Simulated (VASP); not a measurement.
# ZnW2Se4 (P3m1) in VASP: notebook

The runs below take ZnW2Se4 through single point, with PBE.

All numbers are computed with VASP 6.6.1; they aren't measurements. Logs are shortened: lines on timing, memory, paths and dates and some standing lists are left out, and cuts for length are marked.

### Step 1. The cell of the first run

It takes space group P3m1 (No. 156, trigonal). The conventional cell has a = 3.289 Å, b = 3.289 Å, c = 17.837 Å, α = 90.00°, β = 90.00°, γ = 120.00°. W (site symmetry 3m) has 6 Se at 2.54 Å and 6 W at 3.29 Å within 3.3 Å. Within 3.3 Å of W (site symmetry 3m) lie 6 Se at 2.53 to 2.54 Å and 6 W at 3.29 Å. Se (site symmetry 3m) has 3 W at 2.54 Å and 1 Zn at 3.18 Å and 7 Se at 3.29 to 3.36 Å within 3.4 Å. Within 3.6 Å of Se (site symmetry 3m) lie 3 W at 2.54 Å and 7 Se at 3.29 to 3.36 Å and 3 Zn at 3.53 Å. Se (site symmetry 3m) has 3 W at 2.53 Å and 7 Se at 3.29 to 3.36 Å within 3.4 Å. Within 3.4 Å of Se (site symmetry 3m) lie 3 W at 2.54 Å and 7 Se at 3.29 to 3.36 Å. Zn (site symmetry 3m) has 4 Se at 3.18 to 3.53 Å and 6 Zn at 3.29 Å within 4.2 Å.

### Step 2. Single point, PBE

INCAR

```
SYSTEM = ZnW2Se4
PREC = Accurate
ENCUT = 520
EDIFF = 1E-6
ISMEAR = -1
SIGMA = 0.05
LREAL = .False.
LASPH = .True.
NELM = 80
ALGO = Normal
ISIF = 2
LWAVE = .False.
LCHARG = .False.
GGA = PE
NBANDS = 41
```

KPOINTS

```
Automatic mesh
0
Gamma
  9 9 2
  0 0 0
```

POSCAR

```
ZnW2Se4
1.0
    3.2890057841      0.0000000000      0.0000000000
   -1.6445028920      2.8483625622      0.0000000000
    0.0000000000      0.0000000000     17.8374779207
W Se Zn
2 4 1
Direct
    0.3333333333      0.6666666667      0.2404290000
    0.0000000000      0.0000000000      0.7742570000
    0.0000000000      0.0000000000      0.3346640000
    0.3333333333      0.6666666667      0.6800160000
    0.3333333333      0.6666666667      0.8682090000
    0.0000000000      0.0000000000      0.1462720000
    0.0000000000      0.0000000000      0.5131540000
```

Potentials or basis: VASP PAW PBE potentials, release 64 (W_sv, Se, Zn).

Run with:

```console
$ cat potpaw_PBE.64/W_sv/POTCAR potpaw_PBE.64/Se/POTCAR potpaw_PBE.64/Zn/POTCAR > POTCAR
$ mpirun -np 1 vasp_std > vasp.out
```

OUTCAR:

```text
SYSTEM = ZnW2Se4
   PREC = Accurate
   ENCUT = 520
   EDIFF = 1E-6
   ISMEAR = -1
   LREAL = .False.
   LASPH = .True.
   NELM = 80
   ISIF = 2
   GGA = PE

 ion  position               nearest neighbor table
   1  0.333  0.667  0.240-   6 2.54   6 2.54   6 2.54   3 2.54   3 2.54   3 2.54
   2  0.000  0.000  0.774-   5 2.53   5 2.53   5 2.53   4 2.54   4 2.54   4 2.54
   3  0.000  0.000  0.335-   1 2.54   1 2.54   1 2.54
   4  0.333  0.667  0.680-   2 2.54   2 2.54   2 2.54
   5  0.333  0.667  0.868-   2 2.53   2 2.53   2 2.53
   6  0.000  0.000  0.146-   1 2.54   1 2.54   1 2.54
   7  0.000  0.000  0.513-

  LATTYP: Found a hexagonal cell.
 ALAT       =     3.2890057841
 C/A-ratio  =     5.4233647161

  Lattice vectors:

 A1 = (   3.2890057841,   0.0000000000,   0.0000000000)
 A2 = (  -1.6445028920,   2.8483625622,   0.0000000000)
 A3 = (   0.0000000000,   0.0000000000,  17.8374779207)

Analysis of symmetry for initial positions (statically):
=====================================================================
 Subroutine PRICEL returns:
 Original cell was already a primitive cell.

 Routine SETGRP: Setting up the symmetry group for a
 hexagonal supercell.

 Subroutine GETGRP returns: Found  6 space group operations
 (whereof  6 operations were pure point group operations)
 out of a pool of 24 trial point group operations.

The static configuration has the point symmetry C_3v.

Analysis of symmetry for dynamics (positions and initial velocities):
=====================================================================
 Subroutine PRICEL returns:
 Original cell was already a primitive cell.

 Routine SETGRP: Setting up the symmetry group for a
 hexagonal supercell.

 Subroutine GETGRP returns: Found  6 space group operations
 (whereof  6 operations were pure point group operations)
 out of a pool of 24 trial point group operations.

The dynamic configuration has the point symmetry C_3v.

 Subroutine INISYM returns: Found  6 space group operations
 (whereof  6 operations are pure point group operations),
 and found     1 'primitive' translations

----------------------------------------------------------------------------------------

                                     Primitive cell

  volume of cell :     167.1065

  direct lattice vectors                    reciprocal lattice vectors
     3.289005784  0.000000000  0.000000000     0.304043248  0.175539451  0.000000000
    -1.644502892  2.848362562  0.000000000     0.000000000  0.351078902  0.000000000
     0.000000000  0.000000000 17.837477921     0.000000000  0.000000000  0.056061737

  length of vectors
     3.289005784  3.289005784 17.837477921     0.351078902  0.351078902  0.056061737

  position of ions in fractional coordinates (direct lattice)
     0.333333333  0.666666667  0.240429000
     0.000000000  0.000000000  0.774257000
     0.000000000  0.000000000  0.334664000
     0.333333333  0.666666667  0.680016000
     0.333333333  0.666666667  0.868209000
     0.000000000  0.000000000  0.146272000
     0.000000000  0.000000000  0.513154000

  ion indices of the primitive-cell ions
   primitive index   ion index
                 1           1
                 2           2
                 3           3
                 4           4
                 5           5
                 6           6
                 7           7

----------------------------------------------------------------------------------------

 KPOINTS: Automatic mesh

Automatic generation of k-mesh.
 Grid dimensions read from file:
 generate k-points for:    9    9    2

 Generating k-lattice:

  Cartesian coordinates                     Fractional coordinates (reciprocal lattice)
     0.033782583  0.019504383  0.000000000     0.111111111 -0.000000000  0.000000000
     0.000000000  0.039008767  0.000000000     0.000000000  0.111111111  0.000000000
     0.000000000  0.000000000  0.028030869     0.000000000  0.000000000  0.500000000

  Length of vectors
     0.039008767  0.039008767  0.028030869

  Shift w.r.t. Gamma in fractional coordinates (k-lattice)
     0.000000000  0.000000000  0.000000000

 Subroutine IBZKPT returns following result:
 ===========================================

 Found     24 irreducible k-points:

 Following reciprocal coordinates:
            Coordinates               Weight
  0.000000  0.000000  0.000000      1.000000
  0.111111  0.000000  0.000000      6.000000
  0.222222  0.000000  0.000000      6.000000
  0.333333  0.000000  0.000000      6.000000
  0.444444  0.000000  0.000000      6.000000
  0.111111  0.111111  0.000000      6.000000
[... 16 lines left out ...]
  0.333333  0.222222  0.500000     12.000000
  0.333333  0.333333  0.500000      2.000000
   k-points           NKPTS =     24   k-points in BZ     NKDIM =     24   number of bands    NBANDS=     41
   number of dos      NEDOS =    301   number of ions     NIONS =      7
   total plane-waves  NPLWV =  80640
   dimension x,y,z NGX =    24 NGY =   24 NGZ =  140
   dimension x,y,z NGXF=    48 NGYF=   48 NGZF=  280
   ions per type =               2   4   1
   NGX,Y,Z   is equivalent  to a cutoff of  12.13, 12.13, 13.05 a.u.
   NGXF,Y,Z  is equivalent  to a cutoff of  24.26, 24.26, 26.10 a.u.
 SYSTEM =  ZnW2Se4
   PREC   = accura    normal or accurate (medium, high low for compatibility)
   ISTART =      0    job   : 0-new  1-cont  2-samecut
   ICHARG =      2    charge: 1-file 2-atom 10-const
   ISPIN  =      1    spin polarized calculation?
   LNONCOLLINEAR =      F non collinear calculations
   LSORBIT =      F    spin-orbit coupling
   LASPH  =      T    aspherical Exc in radial PAW
   ENCUT  =  520.0 eV  38.22 Ry    6.18 a.u.   6.12  6.12 33.17*2*pi/ulx,y,z
   NELM   =     80;   NELMIN=  2; NELMDL= -5     # of ELM steps
   EDIFF  = 0.1E-05   stopping-criterion for ELM
   LREAL  =      F    real-space projection
   EDIFFG = 0.1E-04   stopping-criterion for IOM
   NSW    =      0    number of steps for IOM
   IBRION =     -1    ionic relax: 0-MD 1-quasi-New 2-CG
   NFREE  =      0    steps in history (QN), initial steepest desc. (CG)
   ISIF   =      2    stress and relaxation
   ISYM   =      2    0-nonsym 1-usesym 2-fastsym
   POTIM  = 0.5000    time-step for ionic-motion
   TEBEG  =    0.0;   TEEND  =   0.0 temperature during run
   PSTRESS=    0.0 pullay stress
   NELECT =      64.0000    total number of electrons
   NUPDOWN=      -1.0000    fix difference up-down
   EMIN   =  10.00;   EMAX   =-10.00  energy-range for DOS
   EFERMI =   0.00;   METHOD = LEGACY
   ISMEAR =    -1;   SIGMA  =   0.05  broadening in eV -4-tet -1-fermi 0-gaus
   EFERMI_NEDOS =   21; number of points for ismear=-14 and -15
   IALGO  =     38    algorithm
   IMIX   =      4    mixing-type and parameters
     AMIX     =   0.40;   BMIX     =  1.00
     AMIX_MAG =   1.60;   BMIX_MAG =  1.00
  volume/ion in A,a.u.               =      23.87       161.10
  Fermi-wavevector in a.u.,A,eV,Ry     =   1.188877  2.246652 19.230872  1.413429
  Thomas-Fermi vector in A             =   2.324997
   LORBIT       =      0    0 simple, 1 ext, 2 COOP (PROOUT), +10 PAW based schemes
   GGA     = PE    functional components
   LHFCALC =     F    Hartree Fock is set to
   AEXX    =    0.0000 exact exchange contribution
   IVDW    =     0    specifies the selected vdW correction
   LEPSILON=     F    determine dielectric tensor
   LRPA    =     F    only Hartree local field effects (RPA)
 non-spin polarized calculation
  energy-cutoff  :      520.00
  volume of cell :      167.11
 maximum number of plane-waves:      4548
   NGX = 13   NGY = 13   NGZ = 67

 number of electron      63.9999999 magnetization

 Free energy of the ion-electron system (eV)
  ---------------------------------------------------
  ext. energy  EPLUGINS =         0.00000000
  ---------------------------------------------------
  free energy    TOTEN  =       -43.58430715 eV

  energy without entropy =      -43.58112343  energy(sigma->0) =      -43.58271529

 E-fermi :   4.9458     XC(G=0):  -9.5526

 val. band max:        4.8661316265   @ k =   0.3333   0.3333   0.5000
 cond. band min:       5.1121824919   @ k =   0.2222   0.1111   0.5000
 fundamental gap:      0.2460508653
 Fermi energy:         4.9457600648

 k-point     1 :       0.0000    0.0000    0.0000
  band No.  band energies     occupation
      1     -70.4912      2.00000
      2     -70.3496      2.00000
      3     -34.7418      2.00000
      4     -34.6062      2.00000
      5     -34.6062      2.00000
      6     -34.5960      2.00000
[... 33 lines left out ...]
     40       6.8099      0.00000
     41       7.2378      0.00000

 k-point     2 :       0.1111    0.0000    0.0000
  band No.  band energies     occupation
      1     -70.4900      2.00000
      2     -70.3484      2.00000
      3     -34.7365      2.00000
      4     -34.6337      2.00000
      5     -34.6126      2.00000
      6     -34.5908      2.00000
[... 33 lines left out ...]
     40       6.9479      0.00000
     41       7.8443      0.00000

 k-point     3 :       0.2222    0.0000    0.0000
  band No.  band energies     occupation
      1     -70.4869      2.00000
      2     -70.3453      2.00000
      3     -34.7233      2.00000
      4     -34.7029      2.00000
      5     -34.6290      2.00000
      6     -34.5775      2.00000
[... 33 lines left out ...]
     40       7.5029      0.00000
     41       8.4593      0.00000

 k-point     4 :       0.3333    0.0000    0.0000
  band No.  band energies     occupation
      1     -70.4834      2.00000
      2     -70.3418      2.00000
      3     -34.7805      2.00000
      4     -34.7081      2.00000
      5     -34.6475      2.00000
      6     -34.6424      2.00000
[... 825 lines left out ...]
     40       7.9934      0.00000
     41       8.2957      0.00000

 k-point    23 :       0.3333    0.2222    0.5000
  band No.  band energies     occupation
      1     -70.4802      2.00000
      2     -70.3386      2.00000
      3     -34.8030      2.00000
      4     -34.7153      2.00000
      5     -34.6939      2.00000
      6     -34.6651      2.00000
[... 33 lines left out ...]
     40       7.9490      0.00000
     41       8.3354      0.00000

 k-point    24 :       0.3333    0.3333    0.5000
  band No.  band energies     occupation
      1     -70.4796      2.00000
      2     -70.3380      2.00000
      3     -34.7794      2.00000
      4     -34.7558      2.00000
      5     -34.6912      2.00000
      6     -34.6415      2.00000
[... 33 lines left out ...]
     40       7.4269      0.00000
     41       8.3665      0.00000

------------------------ aborting loop because EDIFF is reached ----------------------------------------

  FORCE on cell =-STRESS in cart. coord.  units (eV):
  Direction    XX          YY          ZZ          XY          YZ          ZX
  --------------------------------------------------------------------------------------
  -------------------------------------------------------------------------------------
  Total        1.6939820      1.6939820      2.2554295      0.0000000      0.0000000     -0.0000000
  in kB       16.2414960     16.2414960     21.6245207      0.0000000      0.0000000     -0.0000000
  external PRESSURE =      18.0358376 kB  Pullay stress =       0.0000000 kB

 VOLUME and BASIS-vectors are now :
 -----------------------------------------------------------------------------
  energy-cutoff  :      520.00
  volume of cell :      167.11
      direct lattice vectors                 reciprocal lattice vectors
     3.289005784  0.000000000  0.000000000     0.304043248  0.175539451  0.000000000
    -1.644502892  2.848362562  0.000000000     0.000000000  0.351078902  0.000000000
     0.000000000  0.000000000 17.837477921     0.000000000  0.000000000  0.056061737

 POSITION                                       TOTAL-FORCE (eV/Angst)
 -----------------------------------------------------------------------------------
     -0.00000      1.89891      4.28865        -0.000000      0.000000     -0.030695
      0.00000      0.00000     13.81079         0.000000     -0.000000      0.049985
      0.00000      0.00000      5.96956         0.000000     -0.000000      0.177959
     -0.00000      1.89891     12.12977        -0.000000     -0.000000     -0.278693
     -0.00000      1.89891     15.48666        -0.000000      0.000000      0.285162
      0.00000      0.00000      2.60912         0.000000     -0.000000     -0.233068
      0.00000      0.00000      9.15337         0.000000     -0.000000      0.029350
 -----------------------------------------------------------------------------------
    total drift:                                0.000000      0.000000     -0.000594

  FREE ENERGIE OF THE ION-ELECTRON SYSTEM (eV)
  ---------------------------------------------------
  free  energy   TOTEN  =       -43.5843071546 eV

  energy  without entropy=      -43.5811234348  energy(sigma->0) =      -43.58271529
```

Run time: 2.5 min. Hardware: 1 thread of Intel Xeon Platinum 8488C (Sapphire Rapids), shared host; peak memory 0.36 GiB.

What came out:

```yaml
Free_energy: -43.5843 eV
Pressure: 1.8 GPa
Largest_force: 0.285 eV/Å
Band_gap_on_the_k_mesh: 0.25 eV (least direct gap 0.32 eV)
```

Forces in eV/Å, atoms in the order of the input:
```
W    0.000  0.000 -0.031
W    0.000  0.000  0.050
Se   0.000  0.000  0.178
Se   0.000  0.000 -0.279
Se   0.000  0.000  0.285
Se   0.000  0.000 -0.233
Zn   0.000  0.000  0.029
```

Caveat: spin-orbit coupling is left out, which moves the levels of the heavy elements. A k mesh can miss the band edges.

(Part 1 of 2 ends here.)
